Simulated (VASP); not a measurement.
## Fe: single point with PBEsol+D4

The system is Fe.

```xyz
1
Lattice="-1.4135 1.4135 1.4135 1.4135 -1.4135 1.4135 1.4135 1.4135 -1.4135" Properties=species:S:1:pos:R:3 pbc="T T T"
Fe    0.0000    0.0000    0.0000
```

- Program: VASP 6.6.1
- Task: single point
- Functional: PBEsol
- Dispersion: D4
- Potentials or basis: VASP PAW PBE potentials, release 64 (Fe)
- Cutoff: 520 eV
- k mesh: 13 × 13 × 13
- Occupations: fermi-dirac, width 0.05 eV
- Spin: collinear spin, ferromagnetic start
- Starting moments: [3.0] μB
- Dipole correction: no
- Further INCAR settings: ALGO = Fast; EDIFF = 1e-06; NBANDS = 14

The pressure is -12.2 GPa, the net moment is 2.13 μB per cell and the site moments are Fe +2.12 μB. The valence electrons inside the program's atomic spheres are Fe 7.28 and the dispersion energy per atom is -0.204 eV.

Levels at points of the mesh, in eV from the Fermi level:
Spin up:
| k point | band 2 | band 3 | band 4 | band 5 | band 6 | band 7 | band 8 | band 9 |
| --- | --- | --- | --- | --- | --- | --- | --- | --- |
| (0.00, 0.00, 0.00) | -2.32 | -2.32 | -2.32 | -1.06 | -1.06 | 24.98 | 24.98 | 24.98 |
Spin down:
| k point | band 1 | band 2 | band 3 | band 4 | band 5 | band 6 | band 7 |
| --- | --- | --- | --- | --- | --- | --- | --- |
| (0.00, 0.00, 0.00) | -8.31 | -0.45 | -0.45 | -0.45 | 1.55 | 1.55 | 24.88 |

Run time: 16 s on 1 thread of Intel(R) Xeon(R) Platinum 8488C (Sapphire Rapids), on a shared host, peak memory 0.13 GiB.

Caveat: the PAW data sets were made with another functional, which shifts forces and pressure a little; pairwise dispersion overbinds metals, which lowers pressure and volume.
